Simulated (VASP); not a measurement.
Input of a VASP 6.6.1 run:

The input INCAR:

```
SYSTEM = W
  PREC = Accurate
  ENCUT = 520
  EDIFF = 1E-6
  ISMEAR = -1
  SIGMA = 0.05
  LREAL = .FALSE.
  LASPH = .TRUE.
  NELM = 100
  ALGO = Fast
  ISIF = 2
  LWAVE = .FALSE.
  LCHARG = .FALSE.
  NBANDS = 13
```

The input KPOINTS:

```
regular mesh
0
G
  12 12 12
  0 0 0
```

Contents of POSCAR:

```
W
1.0
   -1.5609593379      1.5609593379      1.5609593379
    1.5609593379     -1.5609593379      1.5609593379
    1.5609593379      1.5609593379     -1.5609593379
W
1
Direct
    0.0000000000      0.0000000000      0.0000000000
```

Potentials or basis: VASP PAW LDA potentials, release 64 (W_sv).

Command:

```console
$ cat potpaw_LDA.64/W_sv/POTCAR > POTCAR
$ mpirun -np 1 vasp_std > vasp.out
```

(1) Predict the pressure.

(2) What does it give for the band gap on the k mesh?

## Answers

(1) 6.0 GPa.

(2) zero (band 7 reaches 17.39 eV, above the bottom of band 8 at 10.61 eV).

Caveat: spin-orbit coupling is left out, which moves the levels of the heavy elements.
